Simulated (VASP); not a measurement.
HfB2, 3 atoms in the cell. Symmetry: P6/mmm, No. 191, hexagonal system. The conventional cell has a = 3.140 Å, b = 3.140 Å, c = 3.480 Å, α = 90.00°, β = 90.00°, γ = 120.00°. Within 3.3 Å of Hf (site symmetry 6/mmm) lie 12 B at 2.51 Å and 6 Hf at 3.14 Å. B (site symmetry -6m2) has 3 B at 1.81 Å within 2.4 Å. 

```yaml
Program: VASP 6.6.1
Task: electric field gradients
Functional: r2SCAN
Potentials_or_basis: VASP PAW PBE potentials, release 64 (Hf_pv, B)
Cutoff: 520 eV
k_mesh: 17 × 17 × 13
Occupations: fermi-dirac, width 0.05 eV
Spin: no spin polarisation
Dipole_correction: no
Further_INCAR_settings: ALGO = Normal; EDIFF = 1e-08; NBANDS = 15
```

Potentials or basis: VASP PAW PBE potentials, release 64 (Hf_pv, B).

The run is started by

```sh
$ cat potpaw_PBE.64/Hf_pv/POTCAR potpaw_PBE.64/B/POTCAR > POTCAR
$ cp INCAR.step1 INCAR
$ mpirun -np 1 vasp_std > vasp.out
$ cp INCAR.step2 INCAR
$ mpirun -np 1 vasp_std > vasp.out
```

Hardware: 1 thread of Intel(R) Xeon(R) Platinum 8488C (Sapphire Rapids), with other jobs on the host.

Q: How long does it take, and how much memory?

A: Run time: 5.9 min on 1 thread of Intel(R) Xeon(R) Platinum 8488C (Sapphire Rapids), on a shared host, peak memory 0.23 GiB. Counts: k points 231.
